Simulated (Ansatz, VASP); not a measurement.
**Two plane-wave programs on LaB6**

```
CELL_PARAMETERS angstrom
4.09882 0.00000 0.00000
0.00000 4.09882 0.00000
0.00000 0.00000 4.09882
ATOMIC_POSITIONS crystal
La 0.00000 0.00000 0.00000
B 0.19931 0.50000 0.50000
B 0.80069 0.50000 0.50000
B 0.50000 0.50000 0.19931
B 0.50000 0.50000 0.80069
B 0.50000 0.19931 0.50000
B 0.50000 0.80069 0.50000
```

Alike in both runs: functional PBE; k mesh 8 × 8 × 8; occupations gaussian, width 0.05 eV; no spin polarisation.

Ansatz relaxed the structure, and its values are those at the end. VASP's run is a single point on that final structure, the one shown.

```csv
,VASP,Ansatz
version,VASP 6.6.1,Ansatz 0.2.0
potentials or method,"VASP PAW PBE potentials, release 64 (La, B), cutoff 520 eV","scalar-relativistic, plane waves, PAW"
valence electrons in the cell,29,29
```

|  | VASP | Ansatz | Ansatz less VASP |
| --- | --- | --- | --- |
| gap on the k mesh at the Fermi level (eV) | none | none | - |
| pressure (GPa) | 7.5 | 7.6 | +0.08 |
| rms of the force components (eV/Å) | 0.010 | 0.000 | -0.0101 |

A gap of «none» marks a metal or a gap that the smearing closes. With one functional, cell and mesh, what is left measures potentials, basis and numerics. Ansatz's warnings: stress scf threshold loose.

Neither program's run includes spin-orbit coupling.
